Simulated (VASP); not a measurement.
The system is InPd.

```
In Pd
1.0
     3.10746    0.00000    0.00000
     0.00000    3.10746    0.00000
     0.00000    0.00000    3.10746
In Pd
1 1
Direct
  0.50000 0.50000 0.50000
  0.00000 0.00000 0.00000
```

| Quantity | Value |
| --- | --- |
| Program | VASP 6.6.1 |
| Task | relaxation of cell and atoms |
| Functional | PBE |
| Potentials or basis | VASP PAW PBE potentials, release 64 (In_d, Pd) |
| Cutoff | 500 eV |
| k mesh | 6 × 6 × 6 |
| Occupations | gaussian, width 0.1 eV |
| Spin | no spin polarisation |

At the start: pressure 35.2 GPa; volume 15.00 Å³/atom.

How do energy, volume and symmetry change on relaxing?

Over 4 steps the energy falls by 278.1 meV/atom and the volume is 18.15 Å³/atom (+21.0 %); space group Pm-3m (No. 221, to 0.1 Å) before and after.

Step by step:
| step | energy change (eV) | largest force (eV/Å) | pressure (GPa) | volume (Å³) |
| --- | --- | --- | --- | --- |
| 1 | 0.0000 | 0.0000 | 35.19 | 30.01 |
| 2 | 0.0506 | 0.0000 | -14.11 | 46.72 |
| 3 | -0.5546 | 0.0000 | -1.30 | 36.61 |
| 4 | -0.5562 | 0.0000 | -0.38 | 36.30 |

Final structure:
```
In Pd
1.0
     3.31117    0.00000    0.00000
     0.00000    3.31117    0.00000
     0.00000    0.00000    3.31117
In Pd
1 1
Cartesian
  1.6556 1.6556 1.6556
  0.0000 0.0000 0.0000
```

Caveat: the volume moved by over 15 % at a fixed basis, so the end points are rough.
